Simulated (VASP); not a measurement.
# Te2Mo (P6_3/mmc) in VASP: further runs

Te2Mo is run at these levels: r2SCAN; tasks: relaxation of shape and atoms at fixed volume.

All numbers are computed with VASP 6.6.1; they aren't measurements. Logs are shortened: lines on timing, memory, paths and dates and some standing lists are left out, and cuts for length are marked.

**1. The cell of the first run**

The structure is hexagonal, space group P6_3/mmc (No. 194). The conventional cell has a = 3.599 Å, b = 3.599 Å, c = 14.873 Å, α = 90.00°, β = 90.00°, γ = 120.00°. Within 3.7 Å of Te (site symmetry 3m) lie 3 Mo at 2.75 Å and 7 Te at 3.60 to 3.61 Å. Mo (site symmetry -6m2) has 6 Te at 2.75 Å and 6 Mo at 3.60 Å within 3.6 Å.

**2. Relaxation of shape and atoms at fixed volume, r2SCAN (27.80 Å³/atom)**

The input, POSCAR:

```
Te2Mo
1.0
    3.5987859325      0.0000000000      0.0000000000
   -1.7993929662      3.1166400403      0.0000000000
    0.0000000000      0.0000000000     14.8728493908
Te Mo
4 2
Direct
    0.3333333333      0.6666666667      0.6284883582
    0.6666666667      0.3333333333      0.1284883582
    0.3333333333      0.6666666667      0.8715116418
    0.6666666667      0.3333333333      0.3715116418
    0.3333333333      0.6666666667      0.2500000000
    0.6666666667      0.3333333333      0.7500000000
```

The input, INCAR.step1:

```
  PREC = Accurate
  ENCUT = 600
  ISMEAR = 0
  SIGMA = 0.02
  LREAL = F
  LASPH = T
  NELM = 100
  GGA = PE
  ALGO = Normal
  EDIFF = 1E-4
  LWAVE = T
  LCHARG = F
```

The input, INCAR.step2:

```
  PREC = Accurate
  ENCUT = 600
  EDIFF = 1E-6
  ISMEAR = 0
  SIGMA = 0.02
  LREAL = F
  LASPH = T
  NELM = 100
  ALGO = Normal
  ISIF = 4
  LWAVE = F
  LCHARG = F
  METAGGA = R2SCAN
  LMIXTAU = T
  IBRION = 2
  NSW = 50
  EDIFFG = -0.01
  ISTART = 1
```

The input, KPOINTS:

```
Automatic mesh
0
Gamma
  9 9 2
```

Potentials or basis: VASP PAW PBE potentials, release 64 (Te, Mo_sv).

Launch:

```bash
$ cat potpaw_PBE.64/Te/POTCAR potpaw_PBE.64/Mo_sv/POTCAR > POTCAR
$ cp INCAR.step1 INCAR
$ mpirun -np 1 vasp_std > vasp.out
$ cp INCAR.step2 INCAR
$ mpirun -np 1 vasp_std > vasp.out
```

OUTCAR:

```text
PREC = Accurate
   ENCUT = 600
   EDIFF = 1E-6
   ISMEAR = 0
   LREAL = F
   LASPH = T
   NELM = 100
   ISIF = 4
   METAGGA = R2SCAN
   IBRION = 2
   NSW = 50
   EDIFFG = -0.01
   ISTART = 1

 ion  position               nearest neighbor table
   1  0.333  0.667  0.628-   6 2.75   6 2.75   6 2.75   3 3.61
   2  0.667  0.333  0.128-   5 2.75   5 2.75   5 2.75   4 3.61
   3  0.333  0.667  0.872-   6 2.75   6 2.75   6 2.75   1 3.61
   4  0.667  0.333  0.372-   5 2.75   5 2.75   5 2.75   2 3.61
   5  0.333  0.667  0.250-   2 2.75   4 2.75   2 2.75   4 2.75   2 2.75   4 2.75
   6  0.667  0.333  0.750-   1 2.75   3 2.75   1 2.75   3 2.75   1 2.75   3 2.75

  LATTYP: Found a hexagonal cell.
 ALAT       =     3.5987859325
 C/A-ratio  =     4.1327407825

  Lattice vectors:

 A1 = (   3.5987859325,   0.0000000000,   0.0000000000)
 A2 = (  -1.7993929662,   3.1166400403,   0.0000000000)
 A3 = (   0.0000000000,   0.0000000000,  14.8728493908)

Analysis of symmetry for initial positions (statically):
=====================================================================
 Subroutine PRICEL returns:
 Original cell was already a primitive cell.

 Routine SETGRP: Setting up the symmetry group for a
 hexagonal supercell.

 Subroutine GETGRP returns: Found 24 space group operations
 (whereof 12 operations were pure point group operations)
 out of a pool of 24 trial point group operations.

The static configuration has the point symmetry D_3d.
 The point group associated with its full space group is D_6h.

Analysis of symmetry for dynamics (positions and initial velocities):
=====================================================================
 Subroutine PRICEL returns:
 Original cell was already a primitive cell.

 Routine SETGRP: Setting up the symmetry group for a
 hexagonal supercell.

 Subroutine GETGRP returns: Found 24 space group operations
 (whereof 12 operations were pure point group operations)
 out of a pool of 24 trial point group operations.

The dynamic configuration has the point symmetry D_3d.
 The point group associated with its full space group is D_6h.

 Subroutine INISYM returns: Found 24 space group operations
 (whereof 12 operations are pure point group operations),
 and found     1 'primitive' translations

[... 85 lines left out ...]
   total plane-waves  NPLWV = 108000
   dimension x,y,z NGX =    30 NGY =   30 NGZ =  120
   dimension x,y,z NGXF=    60 NGYF=   60 NGZF=  240
   ions per type =               4   2
   NGX,Y,Z   is equivalent  to a cutoff of  13.86, 13.86, 13.41 a.u.
   NGXF,Y,Z  is equivalent  to a cutoff of  27.72, 27.72, 26.83 a.u.
 SYSTEM =  unknown system
   PREC   = accura    normal or accurate (medium, high low for compatibility)
   ISTART =      1    job   : 0-new  1-cont  2-samecut
   ICHARG =      0    charge: 1-file 2-atom 10-const
   ISPIN  =      1    spin polarized calculation?
   LNONCOLLINEAR =      F non collinear calculations
   LSORBIT =      F    spin-orbit coupling
   LASPH  =      T    aspherical Exc in radial PAW
   ENCUT  =  600.0 eV  44.10 Ry    6.64 a.u.   7.19  7.19 29.70*2*pi/ulx,y,z
   NELM   =    100;   NELMIN=  2; NELMDL=  0     # of ELM steps
   EDIFF  = 0.1E-05   stopping-criterion for ELM
   LREAL  =      F    real-space projection
   EDIFFG = -.1E-01   stopping-criterion for IOM
   NSW    =     50    number of steps for IOM
   IBRION =      2    ionic relax: 0-MD 1-quasi-New 2-CG
   NFREE  =      1    steps in history (QN), initial steepest desc. (CG)
   ISIF   =      4    stress and relaxation
   ISYM   =      2    0-nonsym 1-usesym 2-fastsym
   POTIM  = 0.5000    time-step for ionic-motion
   TEBEG  =    0.0;   TEEND  =   0.0 temperature during run
   PSTRESS=    0.0 pullay stress
   NELECT =      52.0000    total number of electrons
   NUPDOWN=      -1.0000    fix difference up-down
   EMIN   =  10.00;   EMAX   =-10.00  energy-range for DOS
   EFERMI =   0.00;   METHOD = LEGACY
   ISMEAR =     0;   SIGMA  =   0.02  broadening in eV -4-tet -1-fermi 0-gaus
   EFERMI_NEDOS =   21; number of points for ismear=-14 and -15
   IALGO  =     38    algorithm
   IMIX   =      4    mixing-type and parameters
     AMIX     =   0.40;   BMIX     =  1.00
     AMIX_MAG =   1.60;   BMIX_MAG =  1.00
  volume/ion in A,a.u.               =      27.80       187.62
  Fermi-wavevector in a.u.,A,eV,Ry     =   1.110019  2.097631 16.764306  1.232142
  Thomas-Fermi vector in A             =   2.246565
   LORBIT       =      0    0 simple, 1 ext, 2 COOP (PROOUT), +10 PAW based schemes
   METAGGA = R2SCAN    functional components
   LHFCALC =     F    Hartree Fock is set to
   AEXX    =    0.0000 exact exchange contribution
   IVDW    =     0    specifies the selected vdW correction
   LEPSILON=     F    determine dielectric tensor
   LRPA    =     F    only Hartree local field effects (RPA)
 conjugate gradient relaxation of ions
 non-spin polarized calculation
 Gauss-broadening in eV      SIGMA  =   0.02
  energy-cutoff  :      600.00
  volume of cell :      166.82
 maximum number of plane-waves:      5598
 NGX is ok and might be reduce to    30
   NGX = 15   NGY = 15   NGZ = 59

--------------------------------------- Ionic step        1  -------------------------------------------

 number of electron      52.0000000 magnetization

 Free energy of the ion-electron system (eV)
  ---------------------------------------------------
  ext. energy  EPLUGINS =         0.00000000
  ---------------------------------------------------
  free energy    TOTEN  =      -155.62894779 eV

  energy without entropy =     -155.62894779  energy(sigma->0) =     -155.62894779

------------------------ aborting loop because EDIFF is reached ----------------------------------------

  FORCE on cell =-STRESS in cart. coord.  units (eV):
  Direction    XX          YY          ZZ          XY          YZ          ZX
  --------------------------------------------------------------------------------------
  -------------------------------------------------------------------------------------
  Total       -2.4058094     -2.4058094     -2.8909152     -0.0000000      0.0000000     -0.0000000
  in kB      -23.1065426    -23.1065426    -27.7657300     -0.0000000      0.0000000     -0.0000000
  external PRESSURE =     -24.6596051 kB  Pullay stress =       0.0000000 kB
[... 227 lines left out ...]
--------------------------------------- Ionic step        7  -------------------------------------------

 number of electron      52.0000002 magnetization

 Free energy of the ion-electron system (eV)
  ---------------------------------------------------
  ext. energy  EPLUGINS =         0.00000000
  ---------------------------------------------------
  free energy    TOTEN  =      -155.65935928 eV

  energy without entropy =     -155.65935928  energy(sigma->0) =     -155.65935928

 E-fermi :   6.8176     XC(G=0): -10.3253

 val. band max:        6.5929659993   @ k =   0.3333   0.3333   0.0000
 cond. band min:       7.6570156328   @ k =   0.3333   0.3333   0.0000
 fundamental gap:      1.0640496334
 Fermi energy:         6.8175977830

 k-point     1 :       0.0000    0.0000    0.0000
  band No.  band energies     occupation
      1     -56.0950      2.00000
      2     -56.0950      2.00000
      3     -29.5094      2.00000
      4     -29.5094      2.00000
      5     -29.4260      2.00000
      6     -29.4260      2.00000
[... 838 lines left out ...]
  FREE ENERGIE OF THE ION-ELECTRON SYSTEM (eV)
  ---------------------------------------------------
  free  energy   TOTEN  =      -155.6593592817 eV

  energy  without entropy=     -155.6593592817  energy(sigma->0) =     -155.65935928

 reached required accuracy - stopping structural energy minimisation
```

OSZICAR.step1:

```text
N       E                     dE             d eps       ncg     rms          rms(c)
DAV:   1     0.439336522268E+03    0.43934E+03   -0.28810E+04  1704   0.166E+03
DAV:   2    -0.109815170585E+02   -0.45032E+03   -0.44155E+03  1859   0.358E+02
DAV:   3    -0.366067142483E+02   -0.25625E+02   -0.25353E+02  1864   0.717E+01
DAV:   4    -0.374009843990E+02   -0.79427E+00   -0.79012E+00  1872   0.122E+01
DAV:   5    -0.374265796852E+02   -0.25595E-01   -0.25578E-01  2041   0.218E+00    0.197E+01
DAV:   6    -0.367250906130E+02    0.70149E+00   -0.12173E+01  1675   0.164E+01    0.916E+00
DAV:   7    -0.364742439077E+02    0.25085E+00   -0.10988E+01  1670   0.133E+01    0.632E+00
DAV:   8    -0.360624463200E+02    0.41180E+00   -0.16310E+00  1852   0.588E+00    0.281E+00
DAV:   9    -0.360546654293E+02    0.77809E-02   -0.34801E-01  1963   0.258E+00    0.106E+00
DAV:  10    -0.360482286229E+02    0.64368E-02   -0.48564E-02  1960   0.108E+00    0.268E-01
DAV:  11    -0.360487066488E+02   -0.47803E-03   -0.20575E-03  1789   0.254E-01    0.164E-01
DAV:  12    -0.360486471864E+02    0.59462E-04   -0.13460E-04  1176   0.691E-02
   1 F= -.36048647E+02 E0= -.36048647E+02  d E =-.173822E-15
```

Run time: 67 min. Hardware: 1 thread of Oxide Virtual Turin-like, shared host; peak memory 0.41 GiB.

What came out:

* Free energy: -155.6594 eV
* Energy gained by relaxing: 5.1 meV/atom
* Ionic steps: 7
* Pressure after relaxing: -0.4 GPa
* Largest force after relaxing: 0.005 eV/Å
* Band gap on the k mesh: 1.06 eV

Forces on the atoms (eV/Å):
```
Te   0.000  0.000  0.005
Te   0.000  0.000  0.005
Te   0.000  0.000 -0.005
Te   0.000  0.000 -0.005
Mo   0.000  0.000  0.000
Mo   0.000  0.000  0.000
```

The path:
```
step  energy change (eV)  largest force (eV/Å)  pressure (GPa)  volume (Å³)
   1              0.0000                0.3754           -2.47       166.82
   2             -0.0162                0.0892           -1.48       166.82
   3             -0.0165                0.0460           -1.34       166.82
   4             -0.0242                0.0281           -1.02       166.82
   5             -0.0304                0.0100           -0.36       166.82
   6             -0.0304                0.0114           -0.34       166.82
   7             -0.0304                0.0055           -0.40       166.82
```

Final structure:
```xyz
6
Lattice="3.5703 0.0000 0.0000 -1.7852 3.0920 0.0000 0.0000 0.0000 15.1111" Properties=species:S:1:pos:R:3 pbc="T T T"
Te    0.0000    2.0613    9.5426
Te    1.7852    1.0307    1.9871
Te    0.0000    2.0613   13.1240
Te    1.7852    1.0307    5.5685
Mo    0.0000    2.0613    3.7778
Mo    1.7852    1.0307   11.3333
```

Levels at points of the mesh, in eV from the valence-band top:
| k point | band 22 | band 23 | band 24 | band 25 | band 26 | band 27 | band 28 | band 29 | band 30 | band 31 |
| --- | --- | --- | --- | --- | --- | --- | --- | --- | --- | --- |
| (0.00, 0.00, 0.00) | -1.05 | -1.05 | -0.87 | -0.72 | -0.04 | 3.07 | 3.07 | 3.11 | 3.11 | 3.36 |
| (0.00, 0.00, 0.50) | -1.06 | -1.06 | -1.06 | -0.20 | -0.20 | 3.09 | 3.09 | 3.09 | 3.09 | 3.40 |

Caveat: the PAW data sets were made with another functional, which shifts forces and pressure a little; spin-orbit coupling is left out, which moves the levels of the heavy elements. A k mesh can miss the band edges.

**3. Relaxation of shape and atoms at fixed volume, r2SCAN (26.18 Å³/atom)**

This run uses another cell than the first one, of 26.18 Å³/atom.

Changes to POSCAR since step 2:

```diff
@@ -2,5 +2,5 @@
 1.0
-    3.5987859325      0.0000000000      0.0000000000
-   -1.7993929662      3.1166400403      0.0000000000
-    0.0000000000      0.0000000000     14.8728493908
+    3.5275040200      0.0000000000      0.0000000000
+   -1.7637520100      3.0549080933      0.0000000000
+    0.0000000000      0.0000000000     14.5782597241
 Te Mo
```

The input, INCAR.step1:

```
SYSTEM = Te2Mo
PREC     = Accurate       ! precision mode
ENCUT    = 600            ! plane-wave cutoff, eV
ISMEAR   = 0              ! smearing method
SIGMA    = 0.02           ! smearing width, eV
LREAL    = .FALSE.        ! projectors in reciprocal space
LASPH    = .TRUE.         ! aspherical terms in the spheres
NELM     = 100            ! most SCF steps
GGA      = PE             ! functional
ALGO     = Normal         ! electronic algorithm
EDIFF    = 1E-4           ! SCF threshold, eV
LWAVE    = .TRUE.         ! write WAVECAR
LCHARG   = .FALSE.        ! write CHGCAR
```

The input, INCAR.step2:

```
SYSTEM = Te2Mo
PREC     = Accurate       ! precision mode
ENCUT    = 600            ! plane-wave cutoff, eV
EDIFF    = 1E-6           ! SCF threshold, eV
ISMEAR   = 0              ! smearing method
SIGMA    = 0.02           ! smearing width, eV
LREAL    = .FALSE.        ! projectors in reciprocal space
LASPH    = .TRUE.         ! aspherical terms in the spheres
NELM     = 100            ! most SCF steps
ALGO     = Normal         ! electronic algorithm
ISIF     = 4              ! what is computed and relaxed
LWAVE    = .FALSE.        ! write WAVECAR
LCHARG   = .FALSE.        ! write CHGCAR
METAGGA  = R2SCAN         ! meta-GGA
LMIXTAU  = .TRUE.       
IBRION   = 2              ! ionic algorithm
NSW      = 50             ! ionic steps
EDIFFG   = -0.01          ! ionic threshold
ISTART   = 1
```

The input, KPOINTS:

```
regular mesh
0
G
  9 9 2
  0 0 0
```

Potentials or basis: VASP PAW PBE potentials, release 64 (Te, Mo_sv).

Launch:

```bash
$ cat potpaw_PBE.64/Te/POTCAR potpaw_PBE.64/Mo_sv/POTCAR > POTCAR
$ cp INCAR.step1 INCAR
$ mpirun -np 1 vasp_std > vasp.out
$ cp INCAR.step2 INCAR
$ mpirun -np 1 vasp_std > vasp.out
```

It took 77 min on 1 thread of Oxide Virtual Turin-like, shared host; peak memory 0.37 GiB.

Results (log left out):

```yaml
Free_energy: -155.6546 eV
Energy_gained_by_relaxing: 6.4 meV/atom
Ionic_steps: 9
Pressure_after_relaxing: 0.7 GPa
Band_gap_on_the_k_mesh: 1.01 eV (least direct gap 1.07 eV)
```

The path:
```
step  energy change (eV)  largest force (eV/Å)  pressure (GPa)  volume (Å³)
   1              0.0000                0.4796            3.14       157.10
   2             -0.0234                0.0612            1.64       157.10
   3             -0.0234                0.0598            1.63       157.10
   4             -0.0322                0.0430            1.30       157.10
   5             -0.0381                0.0069            0.64       157.10
   6             -0.0383                0.0122            0.72       157.10
   7             -0.0383                0.0114            0.71       157.10
   8             -0.0383                0.0107            0.64       157.10
   9             -0.0383                0.0013            0.67       157.10
```

Final structure:
```
Te Mo
1.0
     3.55252    0.00000    0.00000
    -1.77626    3.07658    0.00000
     0.00000    0.00000   14.37363
Te Mo
4 2
Direct
  0.33333 0.66667 0.62529
  0.66667 0.33333 0.12529
  0.33333 0.66667 0.87471
  0.66667 0.33333 0.37471
  0.33333 0.66667 0.25000
  0.66667 0.33333 0.75000
```

Levels at points of the mesh, in eV from the valence-band top:
| k point | band 24 | band 25 | band 26 | band 27 | band 28 | band 29 |
| --- | --- | --- | --- | --- | --- | --- |
| (0.00, 0.00, 0.00) | -0.90 | -0.58 | 0.00 | 3.00 | 3.00 | 3.09 |
| (0.00, 0.00, 0.50) | -1.13 | -0.13 | -0.13 | 3.03 | 3.03 | 3.03 |

Caveat: the PAW data sets were made with another functional, which shifts forces and pressure a little; spin-orbit coupling is left out, which moves the levels of the heavy elements.
